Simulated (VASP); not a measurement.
Runs of VASP 6.6.1 on HfB2. The structure is that of space group P6/mmm (No. 191), or close to it. The cells are those of the table. 

| task | level | cell | k mesh | cutoff (eV) | gap on the mesh (eV) | pressure (GPa) |
| --- | --- | --- | --- | --- | --- | --- |
| relaxation of shape and atoms at fixed volume | r2SCAN | relaxed from a = 3.146, b = 3.146, c = 3.484 Å, angles 90.0, 90.0, 120.0°, 3 atoms | 14 × 14 × 12 | 600 | none | -2.6 |
| relaxation of cell and atoms | PBE | relaxed from a = 3.140, b = 3.140, c = 3.480 Å, angles 90.0, 90.0, 120.0°, 3 atoms | 8 × 8 × 6 | 600 | none | 0.0 |
| electric field gradients | r2SCAN | a = 3.140, b = 3.140, c = 3.480 Å, angles 90.0, 90.0, 120.0°, 3 atoms | 14 × 14 × 12 | 520 | none | -1.3 |
| single point | PBE | a = 3.146, b = 3.146, c = 3.484 Å, angles 90.0, 90.0, 120.0°, 3 atoms | 8 × 8 × 6 | 520 | none | -0.4 |
| single point | r2SCAN | a = 3.131, b = 3.131, c = 3.473 Å, angles 90.0, 90.0, 120.0°, 3 atoms | 14 × 14 × 12 | 520 | none | (a) |
| single point | r2SCAN | a = 3.136, b = 3.136, c = 3.481 Å, angles 90.0, 90.0, 120.0°, 3 atoms | 14 × 14 × 12 | 520 | none | -0.6 |
| electric field gradients | r2SCAN | a = 3.136, b = 3.136, c = 3.481 Å, angles 90.0, 90.0, 120.0°, 3 atoms | 14 × 14 × 12 | 520 | none | -0.6 |
| single point | r2SCAN | a = 3.143, b = 3.143, c = 3.491 Å, angles 90.0, 90.0, 120.0°, 3 atoms | 14 × 14 × 12 | 520 | none | -2.6 |

Alike in all rows: potentials or basis VASP PAW PBE potentials, release 64 (Hf_pv, B); no spin polarisation; smearing gaussian 0.05 eV.

Problem. Fill in the values left out.

Solution. (a) 0.8.

Caveats: spin-orbit coupling is left out, which moves the levels of the heavy elements; the PAW data sets were made with another functional, which shifts forces and pressure a little (some runs).

A k mesh can miss the band edges, and the runs leave out spin-orbit coupling on Hf.

A gap of «none» marks levels without a gap at the run's occupations.
